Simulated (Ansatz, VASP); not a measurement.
One calculation of Te2Mo, two programs

The input POSCAR:

```
Te2Mo
1.0
    1.7509539882      1.0109137564      7.0687660217
   -1.7509539882      1.0109137564      7.0687660217
    0.0000000000     -2.0218275128      7.0687660218
Mo Te
1 2
Direct
    0.0000000000      0.0000000000      0.0000000000
    0.2465646677      0.2465646677      0.2465646677
    0.7534353323      0.7534353323      0.7534353323
```

Contents of INCAR.step1:

```
SYSTEM = Te2Mo
ALGO = Normal
EDIFF = 1E-4
ENCUT = 520
GGA = PE
ISMEAR = 1
LASPH = .True.
LCHARG = .False.
LREAL = .False.
LWAVE = .True.
NBANDS = 20
NELM = 60
PREC = Accurate
SIGMA = 0.2
```

The input INCAR.step2:

```
SYSTEM = Te2Mo
ALGO = Normal
EDIFF = 1E-6
ENCUT = 520
ISIF = 2
ISMEAR = 1
ISTART = 1
LASPH = .True.
LCHARG = .True.
LELF = .True.
LMIXTAU = .True.
LREAL = .False.
LVHAR = .True.
LWAVE = .False.
METAGGA = R2SCAN
NBANDS = 20
NELM = 60
PREC = Accurate
SIGMA = 0.2
```

Contents of KPOINTS:

```
k-points
0
Gamma
  6 6 6
  0 0 0
```

Input for Ansatz:

```yaml
crystal:
  lattice:
    - [1.7509539882, 1.0109137564, 7.0687660217]
    - [-1.7509539882, 1.0109137564, 7.0687660217]
    - [0.0, -2.0218275128, 7.0687660218]
  atoms:
    - { symbol: Mo, position: [0.0, 0.0, 0.0] }
    - { symbol: Te, position: [0.2465646677, 0.2465646677, 0.2465646677] }
    - { symbol: Te, position: [0.7534353323, 0.7534353323, 0.7534353323] }
kpoints:
  mp_grid: { grid: [6, 6, 6] }
hamiltonian:
  xc: r2scan
scf:
  occupations: { method: cold, width: 0.2 }
  n_extra_bands: 4
output:
  forces: true
  stress: true
  eigenvalues: true
```

Alike in both runs: task single point; functional r2SCAN; k mesh 6 × 6 × 6; no spin polarisation.

|  | VASP | Ansatz |
| --- | --- | --- |
| version | VASP 6.6.1 | Ansatz 0.2.0 |
| potentials or method | VASP PAW PBE potentials, release 64 (Mo_sv, Te) | plane waves |
| plane-wave cutoff (eV) | 520 | 500 |
| occupations | methfessel-paxton of order 1, width 0.2 eV | cold, width 0.2 eV |
| valence electrons in the cell | 26 | 46 |

|  | VASP | Ansatz | Ansatz less VASP |
| --- | --- | --- | --- |
| pressure (GPa) | 1.3 | 1.2 | -0.10 |
| traceless stress, the component that is largest in VASP (GPa) | 0.06 | -0.05 | -0.108 |
| rms of the force components (eV/Å) | 0.005 | 0.014 | +0.0093 |

VASP's potentials were made for PBE, not for r2SCAN. Atom by atom the forces differ by 0.019 eV/Å (rms over components). VASP's potentials hold 26 valence electrons a cell and Ansatz's 46, so a difference there can come from the potentials and not from the codes.

Neither program's run includes spin-orbit coupling.
